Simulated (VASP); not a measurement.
Li, 1 atom in the cell. Symmetry: Pm-3m, No. 221, cubic system. Conventional cell: a = 2.834 Å, b = 2.834 Å, c = 2.834 Å, α = 90.00°, β = 90.00°, γ = 90.00°. Li (site symmetry m-3m) has 6 Li at 2.83 Å within 3.7 Å. This isn't the form of Li at room conditions, which is bcc.

```yaml
Program: VASP 6.6.1
Task: single point
Functional: PBEsol
Potentials_or_basis: VASP PAW PBE potentials, release 64 (Li_sv)
Cutoff: 520 eV
k_mesh: 13 × 13 × 13
Occupations: fermi-dirac, width 0.1 eV
Spin: no spin polarisation
Dipole_correction: no
Further_INCAR_settings: ALGO = Normal; EDIFF = 1e-07; NBANDS = 8
```

Potentials or basis: VASP PAW PBE potentials, release 64 (Li_sv).

Command:

```console
$ cat potpaw_PBE.64/Li_sv/POTCAR > POTCAR
$ mpirun -np 1 vasp_std > vasp.out
```

Hardware: 1 thread of Intel Xeon 8259CL, with other jobs on the host.

Question: How long does it take, and how much memory?

Answer: Run time: 11 s on 1 thread of Intel Xeon 8259CL (shared host), peak memory 0.13 GiB. Counts: scf iterations 11, k points 84.
